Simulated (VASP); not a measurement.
# AlNi (Cmmm) in VASP: a series of runs, part 2 of 3

VASP 6.6.1. The steps go on from the part before.

### 3 Single point, PBE, collinear spin, ferromagnetic start

File INCAR:

```
SYSTEM = AlNi
ALGO = Normal
EDIFF = 1E-7
ENCUT = 520
GGA = PE
ISIF = 2
ISMEAR = -1
ISPIN = 2
LASPH = .TRUE.
LCHARG = .TRUE.
LELF = .TRUE.
LMAXMIX = 4
LORBIT = 11
LREAL = .FALSE.
LVHAR = .TRUE.
LWAVE = .FALSE.
MAGMOM = 0 1.5
NBANDS = 18
NELM = 150
PREC = Accurate
SIGMA = 0.05
```

File KPOINTS:

```
k-points
0
G
  12 12 12
  0 0 0
```

File POSCAR:

```
AlNi
1.0
    2.8810000000      0.0192066667      0.0000000000
    0.0192066667      2.8810000000      0.0000000000
    0.0000000000      0.0000000000      2.8810000000
Al Ni
1 1
Direct
    0.0000000000      0.0000000000      0.0000000000
    0.5000000000      0.5000000000      0.5000000000
```

Potentials or basis: VASP PAW PBE potentials, release 64 (Al, Ni).

Launch:

```bash
> cat potpaw_PBE.64/Al/POTCAR potpaw_PBE.64/Ni/POTCAR > POTCAR
> mpirun -np 1 vasp_std > vasp.out
```

OUTCAR:

```text
SYSTEM = AlNi
   EDIFF = 1E-7
   ENCUT = 520
   GGA = PE
   ISIF = 2
   ISMEAR = -1
   ISPIN = 2
   LASPH = .TRUE.
   LORBIT = 11
   LREAL = .FALSE.
   NELM = 150
   PREC = Accurate

 ion  position               nearest neighbor table
   1  0.000  0.000  0.000-   2 2.48   2 2.48   2 2.48   2 2.48   2 2.51   2 2.51   2 2.51   2 2.51

   2  0.500  0.500  0.500-   1 2.48   1 2.48   1 2.48   1 2.48   1 2.51   1 2.51   1 2.51   1 2.51

  LATTYP: Found a base centered orthorhombic cell.
 ALAT       =     4.0471869447
 B/A-ratio  =     1.0134228188
 C/A-ratio  =     0.7118524643

  Lattice vectors:

 A1 = (  -0.0192066667,  -2.8810000000,   0.0000000000)
 A2 = (   2.8810000000,   0.0192066667,   0.0000000000)
 A3 = (   0.0000000000,   0.0000000000,   2.8810000000)

Analysis of symmetry for initial positions (statically):
=====================================================================
 Subroutine PRICEL returns:
 Original cell was already a primitive cell.

 Routine SETGRP: Setting up the symmetry group for a
 base centered orthorhombic supercell.

 Subroutine GETGRP returns: Found  8 space group operations
 (whereof  8 operations were pure point group operations)
 out of a pool of  8 trial point group operations.

The static configuration has the point symmetry D_2h.

Analysis of symmetry for dynamics (positions and initial velocities):
=====================================================================
 Subroutine PRICEL returns:
 Original cell was already a primitive cell.

 Routine SETGRP: Setting up the symmetry group for a
 base centered orthorhombic supercell.

 Subroutine GETGRP returns: Found  8 space group operations
 (whereof  8 operations were pure point group operations)
 out of a pool of  8 trial point group operations.

The dynamic configuration has the point symmetry D_2h.

Analysis of structural, dynamic, and magnetic symmetry:
=====================================================================
 Subroutine PRICEL returns:
 Original cell was already a primitive cell.

 Routine SETGRP: Setting up the symmetry group for a
 base centered orthorhombic supercell.

 Subroutine GETGRP returns: Found  8 space group operations
 (whereof  8 operations were pure point group operations)
 out of a pool of  8 trial point group operations.

The overall configuration has the point symmetry D_2h.

 Subroutine INISYM returns: Found  8 space group operations
 (whereof  8 operations are pure point group operations),
 and found     1 'primitive' translations

----------------------------------------------------------------------------------------

                                     Primitive cell

  volume of cell :      23.9117

  direct lattice vectors                    reciprocal lattice vectors
     2.881000000  0.019206667  0.000000000     0.347117128 -0.002314114  0.000000000
     0.019206667  2.881000000  0.000000000    -0.002314114  0.347117128  0.000000000
     0.000000000  0.000000000  2.881000000     0.000000000  0.000000000  0.347101701

  length of vectors
     2.881064022  2.881064022  2.881000000     0.347124842  0.347124842  0.347101701

  position of ions in fractional coordinates (direct lattice)
     0.000000000  0.000000000  0.000000000
[... 71 lines left out ...]
   ICHARG =      2    charge: 1-file 2-atom 10-const
   ISPIN  =      2    spin polarized calculation?
   LNONCOLLINEAR =      F non collinear calculations
   LSORBIT =      F    spin-orbit coupling
   LASPH  =      T    aspherical Exc in radial PAW
   ENCUT  =  520.0 eV  38.22 Ry    6.18 a.u.   5.36  5.36  5.36*2*pi/ulx,y,z
   NELM   =    150;   NELMIN=  2; NELMDL= -5     # of ELM steps
   EDIFF  = 0.1E-06   stopping-criterion for ELM
   LREAL  =      F    real-space projection
   EDIFFG = 0.1E-05   stopping-criterion for IOM
   NSW    =      0    number of steps for IOM
   IBRION =     -1    ionic relax: 0-MD 1-quasi-New 2-CG
   NFREE  =      0    steps in history (QN), initial steepest desc. (CG)
   ISIF   =      2    stress and relaxation
   ISYM   =      2    0-nonsym 1-usesym 2-fastsym
   POTIM  = 0.5000    time-step for ionic-motion
   TEBEG  =    0.0;   TEEND  =   0.0 temperature during run
   PSTRESS=    0.0 pullay stress
   NELECT =      13.0000    total number of electrons
   NUPDOWN=      -1.0000    fix difference up-down
   EMIN   =  10.00;   EMAX   =-10.00  energy-range for DOS
   EFERMI =   0.00;   METHOD = LEGACY
   ISMEAR =    -1;   SIGMA  =   0.05  broadening in eV -4-tet -1-fermi 0-gaus
   EFERMI_NEDOS =   21; number of points for ismear=-14 and -15
   IALGO  =     38    algorithm
   IMIX   =      4    mixing-type and parameters
     AMIX     =   0.40;   BMIX     =  1.00
     AMIX_MAG =   1.60;   BMIX_MAG =  1.00
  volume/ion in A,a.u.               =      11.96        80.68
  Fermi-wavevector in a.u.,A,eV,Ry     =   1.336142  2.524941 24.290129  1.785274
  Thomas-Fermi vector in A             =   2.464791
   LORBIT       =     11    0 simple, 1 ext, 2 COOP (PROOUT), +10 PAW based schemes
   GGA     = PE    functional components
   LHFCALC =     F    Hartree Fock is set to
   AEXX    =    0.0000 exact exchange contribution
   IVDW    =     0    specifies the selected vdW correction
   LEPSILON=     F    determine dielectric tensor
   LRPA    =     F    only Hartree local field effects (RPA)
 spin polarized calculation
  energy-cutoff  :      520.00
  volume of cell :       23.91
 maximum number of plane-waves:       661
 NGX is ok and might be reduce to    24
   NGX = 11   NGY = 11   NGZ = 11

 number of electron      13.0000014 magnetization      -0.0016415

 number of electron      13.0000014 magnetization       0.0000752

 Free energy of the ion-electron system (eV)
  ---------------------------------------------------
  ext. energy  EPLUGINS =         0.00000000
  ---------------------------------------------------
  free energy    TOTEN  =       -10.53665616 eV

  energy without entropy =      -10.52933971  energy(sigma->0) =      -10.53299793

 E-fermi :  10.0590     XC(G=0): -12.0484

 val. band max:       10.0575965205   @ k =   0.5000   0.4167   0.3333
 cond. band min:      10.0637818724   @ k =   0.5000   0.3333   0.4167
 fundamental gap:      0.0061853520
 Fermi energy:        10.0589901251

 spin component 1

 k-point     1 :       0.0000    0.0000    0.0000
  band No.  band energies     occupation
      1      -1.1115      1.00000
      2       6.7999      1.00000
      3       6.8010      1.00000
      4       8.4681      1.00000
      5       8.4843      1.00000
      6       8.5014      1.00000
[... 493 lines left out ...]
     17      32.2458      0.00000
     18      35.2263      0.00000

 [... further k-points ...]

 spin component 2

 k-point     1 :       0.0000    0.0000    0.0000
  band No.  band energies     occupation
      1      -1.1115      1.00000
      2       6.8000      1.00000
      3       6.8010      1.00000
      4       8.4681      1.00000
      5       8.4843      1.00000
      6       8.5015      1.00000
[... 493 lines left out ...]
     17      32.2457      0.00000
     18      35.2263      0.00000

 [... further k-points ...]

------------------------ aborting loop because EDIFF is reached ----------------------------------------

  FORCE on cell =-STRESS in cart. coord.  units (eV):
  Direction    XX          YY          ZZ          XY          YZ          ZX
  --------------------------------------------------------------------------------------
  -------------------------------------------------------------------------------------
  Total        0.3189823      0.3189823      0.3192076     -0.2416853      0.0000000      0.0000000
  in kB       21.3730612     21.3730612     21.3881576    -16.1938568      0.0000000      0.0000000
  external PRESSURE =      21.3780933 kB  Pullay stress =       0.0000000 kB

 VOLUME and BASIS-vectors are now :
 -----------------------------------------------------------------------------
  energy-cutoff  :      520.00
  volume of cell :       23.91
      direct lattice vectors                 reciprocal lattice vectors
     2.881000000  0.019206667  0.000000000     0.347117128 -0.002314114  0.000000000
     0.019206667  2.881000000  0.000000000    -0.002314114  0.347117128  0.000000000
     0.000000000  0.000000000  2.881000000     0.000000000  0.000000000  0.347101701

 POSITION                                       TOTAL-FORCE (eV/Angst)
 -----------------------------------------------------------------------------------
      0.00000      0.00000      0.00000        -0.000000      0.000000      0.000000
      1.45010      1.45010      1.44050         0.000000      0.000000      0.000000
 -----------------------------------------------------------------------------------
    total drift:                                0.000000      0.000000     -0.000000

  FREE ENERGIE OF THE ION-ELECTRON SYSTEM (eV)
  ---------------------------------------------------
  free  energy   TOTEN  =       -10.5366561579 eV

  energy  without entropy=      -10.5293397074  energy(sigma->0) =      -10.53299793

 total charge

# of ion       s       p       d       tot
------------------------------------------
    1        0.385   0.414   0.000   0.798
    2        0.476   0.515   8.474   9.466
--------------------------------------------------
tot          0.860   0.929   8.474  10.264

 magnetization (x)

# of ion       s       p       d       tot
------------------------------------------
    1       -0.000   0.000   0.000   0.000
    2        0.000   0.000   0.000   0.000
--------------------------------------------------
tot          0.000   0.000   0.000   0.000
```

Wall time 5.5 min (1 thread of Intel Xeon 8259CL, shared host); peak memory 0.31 GiB.

What came out:

```yaml
Free_energy: -10.5367 eV
Pressure: 2.1 GPa
Net_moment: 0.00 μB per cell
Valence_electrons_inside_the_program's_atomic_spheres: Al 0.80; Ni 9.47
```

Stress tensor (GPa, compression positive):
```
 2.14 -1.62  0.00
-1.62  2.14  0.00
 0.00  0.00  2.14
```

Levels at points of the mesh, in eV from the Fermi level:
Spin up:
```
           k point  band 5  band 6  band 7  band 8  band 9  band 10
(0.00, 0.00, 0.00)   -1.57   -1.56    5.42    5.47    5.51     8.09
(0.50, 0.00, 0.00)   -2.28   -1.49   -0.68    8.24    9.99    10.00
(0.50, 0.50, 0.00)   -2.11   -2.10   -1.05    1.44    2.45    12.24
(0.00, 0.00, 0.50)   -2.25   -1.49   -0.68    8.25    9.95    10.03
(0.50, 0.00, 0.50)   -2.11   -2.11   -1.05    1.45    2.44    12.22
(0.50, 0.50, 0.50)   -1.02    1.88    1.96    2.07    3.67     4.33
```
Spin down:
```
           k point  band 4  band 5  band 6  band 7  band 8  band 9  band 10  band 11
(0.00, 0.00, 0.00)   -1.59   -1.57   -1.56    5.42    5.47    5.51     8.09     8.09
(0.50, 0.00, 0.00)   -2.28   -2.28   -1.49   -0.68    8.24    9.99    10.00    10.84
(0.50, 0.50, 0.00)   -2.82   -2.11   -2.10   -1.05    1.44    2.45    12.24    15.02
(0.00, 0.00, 0.50)   -2.30   -2.25   -1.49   -0.68    8.25    9.95    10.03    10.85
(0.50, 0.00, 0.50)   -2.92   -2.11   -2.11   -1.05    1.45    2.44    12.22    15.08
(0.50, 0.50, 0.50)   -1.02   -1.02    1.88    1.96    2.07    3.67     4.33     4.41
```

Caveat: the moments typed at the start vanished in this run.

(Continued in part 3 of 3.)
